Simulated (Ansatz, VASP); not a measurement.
## S: VASP beside Ansatz

```xyz
2
Lattice="0.0000 2.7698 2.7698 2.7698 0.0000 2.7698 2.7698 2.7698 0.0000" Properties=species:S:1:pos:R:3 pbc="T T T"
S    -0.6509   -0.7340   -0.7340
S     0.6509    0.7340    0.7340
```

Change from the starting cell: shortest bond scaled by 0.94, LAPW.

Alike in both runs: task single point; functional PBE; k mesh 9 × 9 × 9; occupations fermi-dirac, width 0.05 eV; no spin polarisation.

```csv
,VASP,Ansatz
version,VASP 6.6.1,Ansatz 0.2.0
potentials or method,"VASP PAW PBE potentials, release 64 (S), cutoff 520 eV","all-electron LAPW, scalar-relativistic"
```

```csv
,VASP,Ansatz,Ansatz less VASP
pressure (GPa),6.8,6.9,+0.16
"traceless stress, the component that is largest in VASP (GPa)",4.79,4.66,-0.129
rms of the force components (eV/Å),1.471,1.447,-0.0240
```

Atom by atom the forces differ by 0.024 eV/Å (rms over components). Ansatz ran all-electron here, and VASP with PAW potentials.
